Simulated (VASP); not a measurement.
# CdF2 (fluorite type) in VASP: further runs

Runs on CdF2 (fluorite type). Level: PBE. Tasks: single point, relaxation of cell and atoms.

All numbers are computed with VASP 6.6.1; they aren't measurements. Logs are shortened: lines on timing, memory, paths and dates and some standing lists are left out, and cuts for length are marked.

## (1) The cell of the first run

The structure is cubic, space group Fm-3m (No. 225). The conventional cell has a = 5.481 Å, b = 5.481 Å, c = 5.481 Å, α = 90.00°, β = 90.00°, γ = 90.00°. Cd (site symmetry m-3m) has 8 F at 2.37 Å within 3.1 Å. Within 3.1 Å of F (site symmetry -43m) lie 4 Cd at 2.37 Å and 6 F at 2.74 Å.

## (2) Single point, PBE

The input, INCAR:

```
SYSTEM = CdF2
ALGO = Normal
EDIFF = 1E-7
ENCUT = 520
GGA = PE
ISIF = 2
ISMEAR = -1
LASPH = .TRUE.
LCHARG = .FALSE.
LREAL = .FALSE.
LWAVE = .FALSE.
NBANDS = 20
NELM = 80
PREC = Accurate
SIGMA = 0.05
```

The input, KPOINTS:

```
k-points
0
G
  11 11 11
  0 0 0
```

The input, POSCAR:

```
CdF2
1.0
    0.0000000000      2.7407197206      2.7407197206
    2.7407197206      0.0000000000      2.7407197206
    2.7407197206      2.7407197206      0.0000000000
Cd F
1 2
Direct
    0.0000000000      0.0000000000      0.0000000000
    0.2500000000      0.2500000000      0.2500000000
    0.7500000000      0.7500000000      0.7500000000
```

Potentials or basis: VASP PAW PBE potentials, release 64 (Cd, F).

Launch:

```bash
> cat potpaw_PBE.64/Cd/POTCAR potpaw_PBE.64/F/POTCAR > POTCAR
> mpirun -np 1 vasp_std > vasp.out
```

OUTCAR:

```text
SYSTEM = CdF2
   EDIFF = 1E-7
   ENCUT = 520
   GGA = PE
   ISIF = 2
   ISMEAR = -1
   LASPH = .TRUE.
   LREAL = .FALSE.
   NELM = 80
   PREC = Accurate

 ion  position               nearest neighbor table
   1  0.000  0.000  0.000-   3 2.37   3 2.37   3 2.37   2 2.37   3 2.37   2 2.37   2 2.37   2 2.37

   2  0.250  0.250  0.250-   1 2.37   1 2.37   1 2.37   1 2.37
   3  0.750  0.750  0.750-   1 2.37   1 2.37   1 2.37   1 2.37

  LATTYP: Found a face centered cubic cell.
 ALAT       =     5.4814394412

  Lattice vectors:

 A1 = (   0.0000000000,   2.7407197206,   2.7407197206)
 A2 = (   2.7407197206,   0.0000000000,   2.7407197206)
 A3 = (   2.7407197206,   2.7407197206,   0.0000000000)

Analysis of symmetry for initial positions (statically):
=====================================================================
 Subroutine PRICEL returns:
 Original cell was already a primitive cell.

 Routine SETGRP: Setting up the symmetry group for a
 face centered cubic supercell.

 Subroutine GETGRP returns: Found 48 space group operations
 (whereof 48 operations were pure point group operations)
 out of a pool of 48 trial point group operations.

The static configuration has the point symmetry O_h .

Analysis of symmetry for dynamics (positions and initial velocities):
=====================================================================
 Subroutine PRICEL returns:
 Original cell was already a primitive cell.

 Routine SETGRP: Setting up the symmetry group for a
 face centered cubic supercell.

 Subroutine GETGRP returns: Found 48 space group operations
 (whereof 48 operations were pure point group operations)
 out of a pool of 48 trial point group operations.

The dynamic configuration has the point symmetry O_h .

 Subroutine INISYM returns: Found 48 space group operations
 (whereof 48 operations are pure point group operations),
 and found     1 'primitive' translations

----------------------------------------------------------------------------------------

                                     Primitive cell

  volume of cell :      41.1741

  direct lattice vectors                    reciprocal lattice vectors
     0.000000000  2.740719721  2.740719721    -0.182433832  0.182433832  0.182433832
     2.740719721  0.000000000  2.740719721     0.182433832 -0.182433832  0.182433832
     2.740719721  2.740719721  0.000000000     0.182433832  0.182433832 -0.182433832

  length of vectors
     3.875963000  3.875963000  3.875963000     0.315984665  0.315984665  0.315984665

  position of ions in fractional coordinates (direct lattice)
     0.000000000  0.000000000  0.000000000
     0.250000000  0.250000000  0.250000000
     0.750000000  0.750000000  0.750000000

  ion indices of the primitive-cell ions
   primitive index   ion index
                 1           1
                 2           2
                 3           3

----------------------------------------------------------------------------------------

 KPOINTS: k-points

Automatic generation of k-mesh.
 Grid dimensions read from file:
 generate k-points for:   11   11   11

 Generating k-lattice:

  Cartesian coordinates                     Fractional coordinates (reciprocal lattice)
    -0.016584894  0.016584894  0.016584894     0.090909091  0.000000000  0.000000000
     0.016584894 -0.016584894  0.016584894     0.000000000  0.090909091  0.000000000
     0.016584894  0.016584894 -0.016584894     0.000000000  0.000000000  0.090909091

  Length of vectors
     0.028725879  0.028725879  0.028725879

  Shift w.r.t. Gamma in fractional coordinates (k-lattice)
     0.000000000  0.000000000  0.000000000

 Subroutine IBZKPT returns following result:
 ===========================================

 Found     56 irreducible k-points:

 Following reciprocal coordinates:
            Coordinates               Weight
  0.000000  0.000000  0.000000      1.000000
  0.090909  0.000000  0.000000      8.000000
  0.181818  0.000000  0.000000      8.000000
  0.272727  0.000000  0.000000      8.000000
  0.363636  0.000000  0.000000      8.000000
  0.454545  0.000000  0.000000      8.000000
[... 16 lines left out ...]
 -0.272727  0.181818  0.000000     24.000000
 -0.181818  0.181818  0.000000     12.000000
 [... further k-points ...]
   k-points           NKPTS =     56   k-points in BZ     NKDIM =     56   number of bands    NBANDS=     20
   number of dos      NEDOS =    301   number of ions     NIONS =      3
   total plane-waves  NPLWV =  27000
   dimension x,y,z NGX =    30 NGY =   30 NGZ =   30
   dimension x,y,z NGXF=    60 NGYF=   60 NGZF=   60
   ions per type =               1   2
   NGX,Y,Z   is equivalent  to a cutoff of  12.87, 12.87, 12.87 a.u.
   NGXF,Y,Z  is equivalent  to a cutoff of  25.73, 25.73, 25.73 a.u.
 SYSTEM =  CdF2
   PREC   = accura    normal or accurate (medium, high low for compatibility)
   ISTART =      0    job   : 0-new  1-cont  2-samecut
   ICHARG =      2    charge: 1-file 2-atom 10-const
   ISPIN  =      1    spin polarized calculation?
   LNONCOLLINEAR =      F non collinear calculations
   LSORBIT =      F    spin-orbit coupling
   LASPH  =      T    aspherical Exc in radial PAW
   ENCUT  =  520.0 eV  38.22 Ry    6.18 a.u.   7.21  7.21  7.21*2*pi/ulx,y,z
   NELM   =     80;   NELMIN=  2; NELMDL= -5     # of ELM steps
   EDIFF  = 0.1E-06   stopping-criterion for ELM
   LREAL  =      F    real-space projection
   EDIFFG = 0.1E-05   stopping-criterion for IOM
   NSW    =      0    number of steps for IOM
   IBRION =     -1    ionic relax: 0-MD 1-quasi-New 2-CG
   NFREE  =      0    steps in history (QN), initial steepest desc. (CG)
   ISIF   =      2    stress and relaxation
   ISYM   =      2    0-nonsym 1-usesym 2-fastsym
   POTIM  = 0.5000    time-step for ionic-motion
   TEBEG  =    0.0;   TEEND  =   0.0 temperature during run
   PSTRESS=    0.0 pullay stress
   NELECT =      26.0000    total number of electrons
   NUPDOWN=      -1.0000    fix difference up-down
   EMIN   =  10.00;   EMAX   =-10.00  energy-range for DOS
   EFERMI =   0.00;   METHOD = LEGACY
   ISMEAR =    -1;   SIGMA  =   0.05  broadening in eV -4-tet -1-fermi 0-gaus
   EFERMI_NEDOS =   21; number of points for ismear=-14 and -15
   IALGO  =     38    algorithm
   IMIX   =      4    mixing-type and parameters
     AMIX     =   0.40;   BMIX     =  1.00
     AMIX_MAG =   1.60;   BMIX_MAG =  1.00
  volume/ion in A,a.u.               =      13.72        92.62
  Fermi-wavevector in a.u.,A,eV,Ry     =   1.404509  2.654138 26.839488  1.972647
  Thomas-Fermi vector in A             =   2.527064
   LORBIT       =      0    0 simple, 1 ext, 2 COOP (PROOUT), +10 PAW based schemes
   GGA     = PE    functional components
   LHFCALC =     F    Hartree Fock is set to
   AEXX    =    0.0000 exact exchange contribution
   IVDW    =     0    specifies the selected vdW correction
   LEPSILON=     F    determine dielectric tensor
   LRPA    =     F    only Hartree local field effects (RPA)
 non-spin polarized calculation
  energy-cutoff  :      520.00
  volume of cell :       41.17
 maximum number of plane-waves:      1129
 NGX is ok and might be reduce to    30
   NGX = 15   NGY = 15   NGZ = 15

 number of electron      25.9999995 magnetization

 Free energy of the ion-electron system (eV)
  ---------------------------------------------------
  ext. energy  EPLUGINS =         0.00000000
  ---------------------------------------------------
  free energy    TOTEN  =       -10.90524954 eV

  energy without entropy =      -10.90524954  energy(sigma->0) =      -10.90524954

 E-fermi :  -0.6246     XC(G=0): -10.1344

 val. band max:       -1.7071605200   @ k =  -0.2727   0.4545   0.1818
 cond. band min:       1.2014518443   @ k =   0.0000   0.0000   0.0000
 fundamental gap:      2.9086123643
 Fermi energy:        -0.6245588297

 k-point     1 :       0.0000    0.0000    0.0000
  band No.  band energies     occupation
      1     -22.2162      2.00000
      2     -21.2486      2.00000
      3      -7.1649      2.00000
      4      -7.1649      2.00000
      5      -7.1649      2.00000
      6      -6.1701      2.00000
[... 12 lines left out ...]
     19      17.8387      0.00000
     20      17.8387      0.00000

 k-point     2 :       0.0909    0.0000    0.0000
  band No.  band energies     occupation
      1     -22.1941      2.00000
      2     -21.2691      2.00000
      3      -7.1371      2.00000
      4      -7.1371      2.00000
      5      -7.0876      2.00000
      6      -6.1778      2.00000
[... 12 lines left out ...]
     19      17.5997      0.00000
     20      17.5997      0.00000

 k-point     3 :       0.1818    0.0000    0.0000
  band No.  band energies     occupation
      1     -22.1279      2.00000
      2     -21.3277      2.00000
      3      -7.0641      2.00000
      4      -7.0641      2.00000
      5      -6.8698      2.00000
      6      -6.1918      2.00000
[... 12 lines left out ...]
     19      17.1143      0.00000
     20      17.1143      0.00000

 k-point     4 :       0.2727    0.0000    0.0000
  band No.  band energies     occupation
      1     -22.0282      2.00000
      2     -21.4154      2.00000
      3      -6.9764      2.00000
      4      -6.9764      2.00000
      5      -6.5535      2.00000
      6      -6.1889      2.00000
[... 12 lines left out ...]
     19      16.6550      0.00000
     20      17.3328      0.00000

 k-point     5 :       0.3636    0.0000    0.0000
  band No.  band energies     occupation
      1     -21.9084      2.00000
      2     -21.5237      2.00000
      3      -6.9105      2.00000
      4      -6.9105      2.00000
      5      -6.2153      2.00000
      6      -6.1547      2.00000
[... 12 lines left out ...]
     19      16.3263      0.00000
     20      16.9906      0.00000
[... 353 lines left out ...]
      6      -6.1434      2.00000
[... 12 lines left out ...]
     19      16.8304      0.00000
     20      19.3886      0.00000

 k-point    22 :      -0.3636    0.1818    0.0000
  band No.  band energies     occupation
      1     -21.7934      2.00000
      2     -21.6204      2.00000
      3      -6.8127      2.00000
      4      -6.7452      2.00000
      5      -6.2238      2.00000
      6      -6.1368      2.00000
[... 12 lines left out ...]
     19      16.3203      0.00000
     20      19.3537      0.00000

 k-point    23 :      -0.2727    0.1818    0.0000
  band No.  band energies     occupation
      1     -21.9014      2.00000
      2     -21.5229      2.00000
      3      -6.8575      2.00000
      4      -6.8039      2.00000
      5      -6.2820      2.00000
      6      -6.2607      2.00000
[... 12 lines left out ...]
     19      16.0341      0.00000
     20      19.3791      0.00000

 k-point    24 :      -0.1818    0.1818    0.0000
  band No.  band energies     occupation
      1     -22.0014      2.00000
      2     -21.4362      2.00000
      3      -6.9277      2.00000
      4      -6.9081      2.00000
      5      -6.5008      2.00000
      6      -6.2784      2.00000
[... 12 lines left out ...]
     19      16.1104      0.00000
     20      19.1008      0.00000

 [... further k-points ...]
[... 5 lines left out ...]
  --------------------------------------------------------------------------------------
  -------------------------------------------------------------------------------------
  Total        0.1340131      0.1340131      0.1340131      0.0000000     -0.0000000      0.0000000
  in kB        5.2147571      5.2147571      5.2147571      0.0000000     -0.0000000      0.0000000
  external PRESSURE =       5.2147571 kB  Pullay stress =       0.0000000 kB

 VOLUME and BASIS-vectors are now :
 -----------------------------------------------------------------------------
  energy-cutoff  :      520.00
  volume of cell :       41.17
      direct lattice vectors                 reciprocal lattice vectors
     0.000000000  2.740719721  2.740719721    -0.182433832  0.182433832  0.182433832
     2.740719721  0.000000000  2.740719721     0.182433832 -0.182433832  0.182433832
     2.740719721  2.740719721  0.000000000     0.182433832  0.182433832 -0.182433832

 POSITION                                       TOTAL-FORCE (eV/Angst)
 -----------------------------------------------------------------------------------
      0.00000      0.00000      0.00000        -0.000000      0.000000      0.000000
      1.37036      1.37036      1.37036        -0.000000     -0.000000     -0.000000
      4.11108      4.11108      4.11108         0.000000     -0.000000      0.000000
 -----------------------------------------------------------------------------------
    total drift:                                0.000000     -0.000000      0.000000

  FREE ENERGIE OF THE ION-ELECTRON SYSTEM (eV)
  ---------------------------------------------------
  free  energy   TOTEN  =       -10.9052495373 eV

  energy  without entropy=      -10.9052495372  energy(sigma->0) =      -10.90524954
```

It took 27 s on 1 thread of AMD EPYC 9R45 (Zen 5), shared host; peak memory 0.16 GiB.

Results:

* Free energy: -10.9052 eV
* Pressure: 0.5 GPa
* Band gap on the k mesh: 2.91 eV (least direct gap 3.44 eV)

Levels at points of the mesh, in eV from the valence-band top:
```
           k point  band 10  band 11  band 12  band 13  band 14  band 15  band 16  band 17
(0.00, 0.00, 0.00)    -0.83    -0.54    -0.54    -0.54     2.91    12.47    12.47    12.47
```

Caveat: an odd mesh through Γ misses points on the zone boundary, where band edges can lie.

## (3) Single point, PBE (z stretched by +1.5 % at fixed volume)

INCAR: that of step 2 with these lines changed.

```diff
@@ -2,3 +2,3 @@
 ALGO = Normal
-EDIFF = 1E-7
+EDIFF = 1E-6
 ENCUT = 520
@@ -12,3 +12,3 @@
 NBANDS = 20
-NELM = 80
+NELM = 100
 PREC = Accurate
```

KPOINTS is that of step 2.

The input, POSCAR:

```
CdF2
1.0
    0.0000000000      2.7203927178      2.7818305164
    2.7203927178      0.0000000000      2.7818305164
    2.7203927178      2.7203927178      0.0000000000
Cd F
1 2
Direct
    0.0000000000      0.0000000000      0.0000000000
    0.2500000000      0.2500000000      0.2500000000
    0.7500000000      0.7500000000      0.7500000000
```

Potentials or basis: VASP PAW PBE potentials, release 64 (Cd, F).

Launch:

```bash
> cat potpaw_PBE.64/Cd/POTCAR potpaw_PBE.64/F/POTCAR > POTCAR
> mpirun -np 1 vasp_std > vasp.out
```

Run time: 53 s. Hardware: 1 thread of AMD EPYC 9R45 (Zen 5), shared host; peak memory 0.2 GiB.

It converged, with:

```yaml
Free_energy: -10.9008 eV
Pressure: 0.5 GPa
Band_gap_on_the_k_mesh: 2.88 eV (least direct gap 3.40 eV)
```

Stress tensor (GPa, compression positive):
```
 1.31  0.00  0.00
 0.00  1.31  0.00
 0.00  0.00 -1.01
```

Levels at points of the mesh, in eV from the valence-band top:
| k point | band 11 | band 12 | band 13 | band 14 | band 15 | band 16 |
| --- | --- | --- | --- | --- | --- | --- |
| (0.00, 0.00, 0.00) | -0.58 | -0.58 | -0.52 | 2.88 | 12.43 | 12.43 |

Caveat: the cell differs from its parent crystal (z stretched by +1.5 % at fixed volume).

## (4) Relaxation of cell and atoms, PBE

This run uses another cell than the first one, of 11.12 Å³/atom.

The input, INCAR:

```
SYSTEM = CdF2
ALGO = Normal ; EDIFF = 1E-6
EDIFFG = -0.005 ; ENCUT = 600
GGA = PE ; IBRION = 2
ISIF = 3 ; ISMEAR = -1
LASPH = .TRUE. ; LCHARG = .FALSE.
LREAL = .FALSE. ; LWAVE = .FALSE.
NELM = 100 ; NSW = 100
PREC = Accurate ; SIGMA = 0.05
```

KPOINTS is that of step 3.

The input, POSCAR:

```
CdF2
1.0
    0.0000000000      2.5553258337      2.5553258337
    2.5553258337      0.0000000000      2.5553258337
    2.5553258337      2.5553258337      0.0000000000
Cd F
1 2
Direct
    0.0000000000      0.0000000000      0.0000000000
    0.2500000000      0.2500000000      0.2500000000
    0.7500000000      0.7500000000      0.7500000000
```

Launch:

```bash
> cat potpaw_PBE.64/Cd/POTCAR potpaw_PBE.64/F/POTCAR > POTCAR
> mpirun -np 1 vasp_std > vasp.out
```

It took 70 s on 1 thread of AMD EPYC 9R45 (Zen 5), shared host; peak memory 0.17 GiB.

The run converged. Its results:

* Free energy: -10.8904 eV
* Relaxed volume: 13.80 Å³/atom
* Relaxed cell: a = 3.883 Å, b = 3.883 Å, c = 3.883 Å, α = 60.00°, β = 60.00°, γ = 60.00°
* Space group after relaxing (to 0.1 Å): Fm-3m (No. 225)
* Energy gained by relaxing: 232.5 meV/atom
* Ionic steps: 5
* Pressure after relaxing: 0.0 GPa
* Band gap on the k mesh: 2.89 eV (least direct gap 3.43 eV)

Step by step:
```csv
step,energy change (eV),largest force (eV/Å),pressure (GPa),volume (Å³)
1,0.0000,0.0000,34.23,33.37
2,-0.5570,0.0000,-8.57,46.21
3,-0.6974,0.0000,0.29,41.28
4,-0.6975,0.0000,-0.12,41.44
5,-0.6975,0.0000,0.02,41.39
```

Final structure:
```
Cd F
1.0
     0.00000    2.74544    2.74544
     2.74544    0.00000    2.74544
     2.74544    2.74544    0.00000
Cd F
1 2
Direct
  0.00000 0.00000 0.00000
  0.25000 0.25000 0.25000
  0.75000 0.75000 0.75000
```

Levels at points of the mesh, in eV from the valence-band top:
```
           k point  band 11  band 12  band 13  band 14  band 15  band 16
(0.00, 0.00, 0.00)    -0.54    -0.54    -0.54     2.89    12.45    12.45
```

Caveat: the volume moved by over 15 % at a fixed basis, so the end points are rough; an odd mesh through Γ misses points on the zone boundary, where band edges can lie.

[end of part 1 of 2]
